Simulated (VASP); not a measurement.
# Lu (Fm-3m) in VASP: a series of runs

Runs on Lu. Level: r2SCAN. Tasks: single point.

All numbers are computed with VASP 6.6.1; they aren't measurements. Logs are shortened: lines on timing, memory, paths and dates and some standing lists are left out, and cuts for length are marked.

**1. The cell of the first run**

The structure is cubic, space group Fm-3m (No. 225). Conventional cell: a = 5.015 Å, b = 5.015 Å, c = 5.015 Å, α = 90.00°, β = 90.00°, γ = 90.00°. Within 4.7 Å of Lu (site symmetry m-3m) lie 12 Lu at 3.55 Å.

This isn't the form of Lu at room conditions, which is hcp.

**2. Single point, r2SCAN (31.53 Å³/atom)**

File POSCAR:

```
Lu
1.0
    0.0000000000      2.5075385528      2.5075385528
    2.5075385528      0.0000000000      2.5075385528
    2.5075385528      2.5075385528      0.0000000000
Lu
1
Direct
    0.0000000000      0.0000000000      0.0000000000
```

File INCAR.step1:

```
PREC = Accurate
ENCUT = 660
ISMEAR = -1
SIGMA = 0.1
LREAL = F
LASPH = T
NELM = 120
NBANDS = 18
GGA = PE
ALGO = Normal
EDIFF = 1E-5
LWAVE = T
LCHARG = F
GGA_COMPAT = F
```

File INCAR.step2:

```
PREC = Accurate
ENCUT = 660
EDIFF = 1E-6
ISMEAR = -1
SIGMA = 0.1
LREAL = F
LASPH = T
NELM = 120
ALGO = Normal
ISIF = 2
LWAVE = F
LCHARG = F
METAGGA = R2SCAN
LMIXTAU = T
NBANDS = 18
ISTART = 1
GGA_COMPAT = F
```

File KPOINTS:

```
regular mesh
0
Gamma
  13 13 13
```

Potentials or basis: VASP PAW PBE potentials, release 64 (Lu).

Command:

```bash
cat potpaw_PBE.64/Lu/POTCAR > POTCAR
cp INCAR.step1 INCAR
mpirun -np 1 vasp_std > vasp.out
cp INCAR.step2 INCAR
mpirun -np 1 vasp_std > vasp.out
```

OUTCAR:

```text
PREC = Accurate
   ENCUT = 660
   EDIFF = 1E-6
   ISMEAR = -1
   LREAL = F
   LASPH = T
   NELM = 120
   ISIF = 2
   METAGGA = R2SCAN
   ISTART = 1

 ion  position               nearest neighbor table
   1  0.000  0.000  0.000-

  LATTYP: Found a face centered cubic cell.
 ALAT       =     5.0150771056

  Lattice vectors:

 A1 = (   0.0000000000,   2.5075385528,   2.5075385528)
 A2 = (   2.5075385528,   0.0000000000,   2.5075385528)
 A3 = (   2.5075385528,   2.5075385528,   0.0000000000)

Analysis of symmetry for initial positions (statically):
=====================================================================
 Subroutine PRICEL returns:
 Original cell was already a primitive cell.

 Routine SETGRP: Setting up the symmetry group for a
 face centered cubic supercell.

 Subroutine GETGRP returns: Found 48 space group operations
 (whereof 48 operations were pure point group operations)
 out of a pool of 48 trial point group operations.

The static configuration has the point symmetry O_h .

Analysis of symmetry for dynamics (positions and initial velocities):
=====================================================================
 Subroutine PRICEL returns:
 Original cell was already a primitive cell.

 Routine SETGRP: Setting up the symmetry group for a
 face centered cubic supercell.

 Subroutine GETGRP returns: Found 48 space group operations
 (whereof 48 operations were pure point group operations)
 out of a pool of 48 trial point group operations.

The dynamic configuration has the point symmetry O_h .

 Subroutine INISYM returns: Found 48 space group operations
 (whereof 48 operations are pure point group operations),
 and found     1 'primitive' translations

----------------------------------------------------------------------------------------

                                     Primitive cell

  volume of cell :      31.5335

  direct lattice vectors                    reciprocal lattice vectors
     0.000000000  2.507538553  2.507538553    -0.199398729  0.199398729  0.199398729
     2.507538553  0.000000000  2.507538553     0.199398729 -0.199398729  0.199398729
     2.507538553  2.507538553  0.000000000     0.199398729  0.199398729 -0.199398729

  length of vectors
     3.546195030  3.546195030  3.546195030     0.345368729  0.345368729  0.345368729

  position of ions in fractional coordinates (direct lattice)
     0.000000000  0.000000000  0.000000000

  ion indices of the primitive-cell ions
   primitive index   ion index
[... 69 lines left out ...]
   LSORBIT =      F    spin-orbit coupling
   LASPH  =      T    aspherical Exc in radial PAW
   ENCUT  =  660.0 eV  48.51 Ry    6.96 a.u.   7.43  7.43  7.43*2*pi/ulx,y,z
   NELM   =    120;   NELMIN=  2; NELMDL=  0     # of ELM steps
   EDIFF  = 0.1E-05   stopping-criterion for ELM
   LREAL  =      F    real-space projection
   EDIFFG = 0.1E-04   stopping-criterion for IOM
   NSW    =      0    number of steps for IOM
   IBRION =     -1    ionic relax: 0-MD 1-quasi-New 2-CG
   NFREE  =      0    steps in history (QN), initial steepest desc. (CG)
   ISIF   =      2    stress and relaxation
   ISYM   =      2    0-nonsym 1-usesym 2-fastsym
   POTIM  = 0.5000    time-step for ionic-motion
   TEBEG  =    0.0;   TEEND  =   0.0 temperature during run
   PSTRESS=    0.0 pullay stress
   NELECT =      25.0000    total number of electrons
   NUPDOWN=      -1.0000    fix difference up-down
   EMIN   =  10.00;   EMAX   =-10.00  energy-range for DOS
   EFERMI =   0.00;   METHOD = LEGACY
   ISMEAR =    -1;   SIGMA  =   0.10  broadening in eV -4-tet -1-fermi 0-gaus
   EFERMI_NEDOS =   21; number of points for ismear=-14 and -15
   IALGO  =     38    algorithm
   IMIX   =      4    mixing-type and parameters
     AMIX     =   0.40;   BMIX     =  1.00
     AMIX_MAG =   1.60;   BMIX_MAG =  1.00
  volume/ion in A,a.u.               =      31.53       212.80
  Fermi-wavevector in a.u.,A,eV,Ry     =   1.515179  2.863273 31.235803  2.295767
  Thomas-Fermi vector in A             =   2.624737
   LORBIT       =      0    0 simple, 1 ext, 2 COOP (PROOUT), +10 PAW based schemes
   METAGGA = R2SCAN    functional components
   LHFCALC =     F    Hartree Fock is set to
   AEXX    =    0.0000 exact exchange contribution
   IVDW    =     0    specifies the selected vdW correction
   LEPSILON=     F    determine dielectric tensor
   LRPA    =     F    only Hartree local field effects (RPA)
 non-spin polarized calculation
  energy-cutoff  :      660.00
  volume of cell :       31.53
 maximum number of plane-waves:      1243
 NGX is ok and might be reduce to    30
   NGX = 15   NGY = 15   NGZ = 15

 number of electron      25.0000004 magnetization

 Free energy of the ion-electron system (eV)
  ---------------------------------------------------
  ext. energy  EPLUGINS =         0.00000000
  ---------------------------------------------------
  free energy    TOTEN  =       -38.01136738 eV

  energy without entropy =      -37.95828731  energy(sigma->0) =      -37.98482734

 E-fermi :   1.9084     XC(G=0): -11.2005

 val. band max:        1.9057833991   @ k =  -0.3077   0.2308   0.0769
 cond. band min:       1.9242811478   @ k =  -0.3077   0.3077   0.0000
 fundamental gap:      0.0184977487
 Fermi energy:         1.9083872610

 k-point     1 :       0.0000    0.0000    0.0000
  band No.  band energies     occupation
      1     -56.2207      2.00000
      2     -26.0178      2.00000
      3     -26.0178      2.00000
      4     -26.0178      2.00000
      5      -4.2406      2.00000
      6      -3.4635      2.00000
[... 481 lines left out ...]
      5      -3.4393      2.00000
      6      -3.4222      2.00000
[... 10 lines left out ...]
     17       8.2932      0.00000
     18       9.9596      0.00000

 [... further k-points ...]

------------------------ aborting loop because EDIFF is reached ----------------------------------------

  FORCE on cell =-STRESS in cart. coord.  units (eV):
  Direction    XX          YY          ZZ          XY          YZ          ZX
  --------------------------------------------------------------------------------------
  -------------------------------------------------------------------------------------
  Total       -0.5109434     -0.5109434     -0.5109434     -0.0000000     -0.0000000      0.0000000
  in kB      -25.9603470    -25.9603470    -25.9603470     -0.0000000     -0.0000000      0.0000000
  external PRESSURE =     -25.9603470 kB  Pullay stress =       0.0000000 kB

 VOLUME and BASIS-vectors are now :
 -----------------------------------------------------------------------------
  energy-cutoff  :      660.00
  volume of cell :       31.53
      direct lattice vectors                 reciprocal lattice vectors
     0.000000000  2.507538553  2.507538553    -0.199398729  0.199398729  0.199398729
     2.507538553  0.000000000  2.507538553     0.199398729 -0.199398729  0.199398729
     2.507538553  2.507538553  0.000000000     0.199398729  0.199398729 -0.199398729

 POSITION                                       TOTAL-FORCE (eV/Angst)
 -----------------------------------------------------------------------------------
      0.00000      0.00000      0.00000         0.000000      0.000000      0.000000
 -----------------------------------------------------------------------------------
    total drift:                               -0.000000     -0.000000      0.000000

  FREE ENERGIE OF THE ION-ELECTRON SYSTEM (eV)
  ---------------------------------------------------
  free  energy   TOTEN  =       -38.0113673776 eV

  energy  without entropy=      -37.9582873119  energy(sigma->0) =      -37.98482734
```

OUTCAR.step1:

```text
PREC = Accurate
   ENCUT = 660
   ISMEAR = -1
   LREAL = F
   LASPH = T
   NELM = 120
[... 718 lines left out ...]

 POSITION                                       TOTAL-FORCE (eV/Angst)
 -----------------------------------------------------------------------------------
      0.00000      0.00000      0.00000        -0.000000     -0.000000     -0.000000
 -----------------------------------------------------------------------------------
    total drift:                               -0.000000     -0.000000      0.000000

  FREE ENERGIE OF THE ION-ELECTRON SYSTEM (eV)
  ---------------------------------------------------
  free  energy   TOTEN  =        -4.4830707214 eV

  energy  without entropy=       -4.4263612915  energy(sigma->0) =       -4.45471601
```

OSZICAR.step1:

```text
N       E                     dE             d eps       ncg     rms          rms(c)
DAV:   1     0.962056048117E+02    0.96206E+02   -0.11683E+04  3760   0.531E+03
DAV:   2     0.256891559727E+01   -0.93637E+02   -0.91810E+02  3118   0.395E+02
DAV:   3    -0.431238275811E+01   -0.68813E+01   -0.68271E+01  3490   0.817E+01
DAV:   4    -0.455663799687E+01   -0.24426E+00   -0.24301E+00  4318   0.124E+01
DAV:   5    -0.456203142159E+01   -0.53934E-02   -0.53876E-02  3530   0.155E+00    0.345E+00
DAV:   6    -0.450277414740E+01    0.59257E-01   -0.16448E-01  4844   0.602E+00    0.166E+00
DAV:   7    -0.448445745470E+01    0.18317E-01   -0.35262E-02  4004   0.148E+00    0.300E-01
DAV:   8    -0.448292020346E+01    0.15373E-02   -0.43729E-03  4790   0.737E-01    0.990E-02
DAV:   9    -0.448306989343E+01   -0.14969E-03   -0.48988E-04  3574   0.282E-01    0.540E-02
DAV:  10    -0.448307072140E+01   -0.82798E-06   -0.78738E-05  3814   0.953E-02
   1 F= -.44830707E+01 E0= -.44547160E+01  d E =-.567094E-01
```

Wall time 2.2 min (1 thread of Intel Xeon Platinum 8559C (Emerald Rapids), shared host); peak memory 0.23 GiB.

Results:

```yaml
Free_energy: -38.0114 eV
Pressure: -2.6 GPa
Band_gap_on_the_k_mesh: zero (an odd number of electrons rules out a gap without spin polarisation)
```

Caveat: the PAW data sets were made with another functional, which shifts forces and pressure a little; spin-orbit coupling is left out, which moves the levels of the heavy elements.

**3. Single point, r2SCAN (32.70 Å³/atom)**

This run uses another cell than the first one, of 32.70 Å³/atom.

File POSCAR:

```
Lu
1.0
    0.0000000000      2.5381213053      2.5381213053
    2.5381213053      0.0000000000      2.5381213053
    2.5381213053      2.5381213053      0.0000000000
Lu
1
Direct
    0.0000000000      0.0000000000      0.0000000000
```

File INCAR.step1:

```
SYSTEM = Lu
  PREC = Accurate
  ENCUT = 660
  ISMEAR = -1
  SIGMA = 0.1
  LREAL = .False.
  LASPH = .True.
  NELM = 120
  NBANDS = 18
  GGA = PE
  ALGO = Normal
  EDIFF = 1E-5
  LWAVE = .True.
  LCHARG = .False.
  GGA_COMPAT = .False.
```

File INCAR.step2:

```
SYSTEM = Lu
  PREC = Accurate
  ENCUT = 660
  EDIFF = 1E-6
  ISMEAR = -1
  SIGMA = 0.1
  LREAL = .False.
  LASPH = .True.
  NELM = 120
  ALGO = Normal
  ISIF = 2
  LWAVE = .False.
  LCHARG = .False.
  METAGGA = R2SCAN
  LMIXTAU = .True.
  NBANDS = 18
  ISTART = 1
  GGA_COMPAT = .False.
```

File KPOINTS:

```
regular mesh
0
Gamma
  13 13 13
  0 0 0
```

Potentials or basis: VASP PAW PBE potentials, release 64 (Lu).

Command:

```bash
cat potpaw_PBE.64/Lu/POTCAR > POTCAR
cp INCAR.step1 INCAR
mpirun -np 1 vasp_std > vasp.out
cp INCAR.step2 INCAR
mpirun -np 1 vasp_std > vasp.out
```

OUTCAR:

```text
SYSTEM = Lu
   PREC = Accurate
   ENCUT = 660
   EDIFF = 1E-6
   ISMEAR = -1
   LREAL = .False.
   LASPH = .True.
   NELM = 120
   ISIF = 2
   METAGGA = R2SCAN
   ISTART = 1

 ion  position               nearest neighbor table
   1  0.000  0.000  0.000-

  LATTYP: Found a face centered cubic cell.
 ALAT       =     5.0762426106

  Lattice vectors:

 A1 = (   0.0000000000,   2.5381213053,   2.5381213053)
 A2 = (   2.5381213053,   0.0000000000,   2.5381213053)
 A3 = (   2.5381213053,   2.5381213053,   0.0000000000)

Analysis of symmetry for initial positions (statically):
=====================================================================
 Subroutine PRICEL returns:
 Original cell was already a primitive cell.

 Routine SETGRP: Setting up the symmetry group for a
 face centered cubic supercell.

 Subroutine GETGRP returns: Found 48 space group operations
 (whereof 48 operations were pure point group operations)
 out of a pool of 48 trial point group operations.

The static configuration has the point symmetry O_h .

Analysis of symmetry for dynamics (positions and initial velocities):
=====================================================================
 Subroutine PRICEL returns:
 Original cell was already a primitive cell.

 Routine SETGRP: Setting up the symmetry group for a
 face centered cubic supercell.

 Subroutine GETGRP returns: Found 48 space group operations
 (whereof 48 operations were pure point group operations)
 out of a pool of 48 trial point group operations.

The dynamic configuration has the point symmetry O_h .

 Subroutine INISYM returns: Found 48 space group operations
 (whereof 48 operations are pure point group operations),
 and found     1 'primitive' translations

----------------------------------------------------------------------------------------

[... 104 lines left out ...]
   EFERMI =   0.00;   METHOD = LEGACY
   ISMEAR =    -1;   SIGMA  =   0.10  broadening in eV -4-tet -1-fermi 0-gaus
   EFERMI_NEDOS =   21; number of points for ismear=-14 and -15
   IALGO  =     38    algorithm
   IMIX   =      4    mixing-type and parameters
     AMIX     =   0.40;   BMIX     =  1.00
     AMIX_MAG =   1.60;   BMIX_MAG =  1.00
  volume/ion in A,a.u.               =      32.70       220.68
  Fermi-wavevector in a.u.,A,eV,Ry     =   1.496922  2.828772 30.487595  2.240775
  Thomas-Fermi vector in A             =   2.608876
   LORBIT       =      0    0 simple, 1 ext, 2 COOP (PROOUT), +10 PAW based schemes
   METAGGA = R2SCAN    functional components
   LHFCALC =     F    Hartree Fock is set to
   AEXX    =    0.0000 exact exchange contribution
   IVDW    =     0    specifies the selected vdW correction
   LEPSILON=     F    determine dielectric tensor
   LRPA    =     F    only Hartree local field effects (RPA)
 non-spin polarized calculation
  energy-cutoff  :      660.00
  volume of cell :       32.70
 maximum number of plane-waves:      1283
 NGX is ok and might be reduce to    30
   NGX = 15   NGY = 15   NGZ = 15

 number of electron      24.9999994 magnetization

 Free energy of the ion-electron system (eV)
  ---------------------------------------------------
  ext. energy  EPLUGINS =         0.00000000
  ---------------------------------------------------
  free energy    TOTEN  =       -37.98869357 eV

  energy without entropy =      -37.93487583  energy(sigma->0) =      -37.96178470

 E-fermi :   1.7772     XC(G=0): -11.0183

 val. band max:        1.7640647060   @ k =  -0.3077   0.2308   0.0769
 cond. band min:       1.7773900024   @ k =   0.4615   0.3077   0.0769
 fundamental gap:      0.0133252964
 Fermi energy:         1.7771695594

 k-point     1 :       0.0000    0.0000    0.0000
  band No.  band energies     occupation
      1     -56.4567      2.00000
      2     -26.2674      2.00000
      3     -26.2674      2.00000
      4     -26.2674      2.00000
      5      -4.2777      2.00000
      6      -3.6773      2.00000
[... 481 lines left out ...]
      5      -3.6552      2.00000
      6      -3.6404      2.00000
[... 10 lines left out ...]
     17       7.9438      0.00000
     18       9.4925      0.00000

 [... further k-points ...]

------------------------ aborting loop because EDIFF is reached ----------------------------------------

  FORCE on cell =-STRESS in cart. coord.  units (eV):
  Direction    XX          YY          ZZ          XY          YZ          ZX
  --------------------------------------------------------------------------------------
  -------------------------------------------------------------------------------------
  Total       -0.7876932     -0.7876932     -0.7876932     -0.0000000      0.0000000     -0.0000000
  in kB      -38.5922927    -38.5922927    -38.5922927     -0.0000000      0.0000000     -0.0000000
  external PRESSURE =     -38.5922927 kB  Pullay stress =       0.0000000 kB

 VOLUME and BASIS-vectors are now :
 -----------------------------------------------------------------------------
  energy-cutoff  :      660.00
  volume of cell :       32.70
      direct lattice vectors                 reciprocal lattice vectors
     0.000000000  2.538121305  2.538121305    -0.196996101  0.196996101  0.196996101
     2.538121305  0.000000000  2.538121305     0.196996101 -0.196996101  0.196996101
     2.538121305  2.538121305  0.000000000     0.196996101  0.196996101 -0.196996101

 POSITION                                       TOTAL-FORCE (eV/Angst)
 -----------------------------------------------------------------------------------
      0.00000      0.00000      0.00000         0.000000      0.000000      0.000000
 -----------------------------------------------------------------------------------
    total drift:                               -0.000000     -0.000000      0.000000

  FREE ENERGIE OF THE ION-ELECTRON SYSTEM (eV)
  ---------------------------------------------------
  free  energy   TOTEN  =       -37.9886935749 eV

  energy  without entropy=      -37.9348758260  energy(sigma->0) =      -37.96178470
```

Run time: 2.2 min. Hardware: 1 thread of Intel Xeon Platinum 8559C (Emerald Rapids), shared host; peak memory 0.23 GiB.

What came out:

- Free energy: -37.9887 eV
- Pressure: -3.9 GPa
- Band gap on the k mesh: zero (an odd number of electrons rules out a gap without spin polarisation)

Levels at points of the mesh, in eV from the Fermi level:
```tsv
k point	band 8	band 9	band 10	band 11	band 12	band 13	band 14	band 15	band 16	band 17
(0.00, 0.00, 0.00)	-5.42	-5.42	-5.36	-5.36	-5.36	2.38	2.38	2.38	4.58	4.58
```

Caveat: the cell stands under tension; the PAW data sets were made with another functional, which shifts forces and pressure a little; spin-orbit coupling is left out, which moves the levels of the heavy elements.

**4. Single point, r2SCAN**

This run uses another cell than the first one, of 29.20 Å³/atom.

File POSCAR:

```
Lu
1.0
    0.0000000000      2.4440290692      2.4440290692
    2.4440290692      0.0000000000      2.4440290692
    2.4440290692      2.4440290692      0.0000000000
Lu
1
Direct
    0.0000000000      0.0000000000      0.0000000000
```

File INCAR.step1:

```
PREC = Accurate ; ENCUT = 660
ISMEAR = -1 ; SIGMA = 0.1
LREAL = F ; LASPH = T
NELM = 120 ; NBANDS = 18
GGA = PE ; ALGO = Normal
EDIFF = 1E-5 ; LWAVE = T
LCHARG = F ; GGA_COMPAT = F
```

File INCAR.step2:

```
PREC = Accurate ; ENCUT = 660
EDIFF = 1E-6 ; ISMEAR = -1
SIGMA = 0.1 ; LREAL = F
LASPH = T ; NELM = 120
ALGO = Normal ; ISIF = 2
LWAVE = F ; LCHARG = T
METAGGA = R2SCAN ; LMIXTAU = T
LELF = T ; LVHAR = T
NBANDS = 18 ; ISTART = 1
GGA_COMPAT = F
```

File KPOINTS:

```
regular mesh
0
Gamma
  18 18 18
```

Command:

```bash
cat potpaw_PBE.64/Lu/POTCAR > POTCAR
cp INCAR.step1 INCAR
mpirun -np 1 vasp_std > vasp.out
cp INCAR.step2 INCAR
mpirun -np 1 vasp_std > vasp.out
```

It took 4.5 min on 1 thread of Intel Xeon Platinum 8559C (Emerald Rapids), shared host; peak memory 0.3 GiB.

The run converged. Its results:

```
Free energy            : -38.0264 eV
Pressure               : 0.3 GPa
Band gap on the k mesh : zero (an odd number of electrons rules out a gap without spin polarisation)
```

Levels at points of the mesh, in eV from the Fermi level:
```
           k point  band 10  band 11  band 12  band 13  band 14  band 15
(0.00, 0.00, 0.00)    -5.09    -5.09    -5.09     2.52     2.52     2.52
(0.50, 0.00, 0.00)    -5.11    -5.09    -2.61     0.15     2.29     2.29
(0.50, 0.50, 0.00)    -5.12    -5.12    -2.06    -0.76     1.86     6.82
```

Caveat: the PAW data sets were made with another functional, which shifts forces and pressure a little; spin-orbit coupling is left out, which moves the levels of the heavy elements.

**5. Overview**

```tsv
cell	k mesh	gap on the mesh (eV)	pressure (GPa)
a = 3.546 Å, angles 60.0°, 1 atom	13 × 13 × 13	none	-2.6
a = 3.589 Å, angles 60.0°, 1 atom	13 × 13 × 13	none	-3.9
a = 3.456 Å, angles 60.0°, 1 atom	18 × 18 × 18	none	0.3
```

Alike in all rows: task single point; level r2SCAN; potentials or basis VASP PAW PBE potentials, release 64 (Lu); no spin polarisation; cutoff (eV) 660; smearing fermi-dirac 0.1 eV.

Caveats: the PAW data sets were made with another functional, which shifts forces and pressure a little; spin-orbit coupling is left out, which moves the levels of the heavy elements; the cell stands under tension (at least some runs).

Absolute energies hang on the potentials; compare differences alone.
